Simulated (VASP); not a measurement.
Set up this calculation in VASP 6.6.1, as the native input.

- Task: single point
- Functional: PBE
- Potentials or basis: VASP PAW PBE potentials, release 64 (Se)
- Cutoff: 520 eV
- k mesh: 6 × 6 × 6
- Occupations: gaussian, width 0.1 eV
- Spin: no spin polarisation
- Dipole correction: no
- Further INCAR settings: ALGO = Normal; EDIFF = 1e-06; NBANDS = 30

The structure of Se lies in POSCAR:

```
Se
1.0
    2.8770463100      1.6610634600      5.2003920500
   -2.8770463100      1.6610634600      5.2003920500
    0.0000000000     -3.3221269200      5.2003920500
Se
7
Direct
    0.9825447100      0.3971602500      0.3971602500
    0.3971602500      0.9825447100      0.3971602500
    0.3971602500      0.3971602500      0.9825447100
    0.0174552900      0.6028397500      0.6028397500
    0.6028397500      0.0174552900      0.6028397500
    0.6028397500      0.6028397500      0.0174552900
    0.5000000000      0.5000000000      0.5000000000
```

One way to write it, as run:

INCAR

```
SYSTEM = Se
ALGO     = Normal         ! electronic algorithm
EDIFF    = 1E-6           ! SCF threshold, eV
ENCUT    = 520            ! plane-wave cutoff, eV
GGA      = PE             ! functional
ISIF     = 2              ! what is computed and relaxed
ISMEAR   = 0              ! smearing method
LASPH    = .True.         ! aspherical terms in the spheres
LCHARG   = .False.        ! write CHGCAR
LREAL    = .False.        ! projectors in reciprocal space
LWAVE    = .False.        ! write WAVECAR
NBANDS   = 30             ! bands
NELM     = 80             ! most SCF steps
PREC     = Accurate       ! precision mode
SIGMA    = 0.1            ! smearing width, eV
```

KPOINTS

```
k-points
0
Gamma
  6 6 6
  0 0 0
```

Potentials or basis: VASP PAW PBE potentials, release 64 (Se).

Command:

```bash
$ cat potpaw_PBE.64/Se/POTCAR > POTCAR
$ mpirun -np 1 vasp_std > vasp.out
```

It gave:

The pressure is 36.0 GPa and the largest force is 2.410 eV/Å. The band gap on the k mesh is zero (band 21 reaches 6.37 eV, above the bottom of band 22 at 5.42 eV).

Caveat: forces of over 1 eV/Å act on the atoms, so gaps and moduli don't describe the material at rest.

Run time: 3.3 min on 1 thread of Intel(R) Xeon(R) Platinum 8488C (Sapphire Rapids) (shared host), peak memory 0.36 GiB.
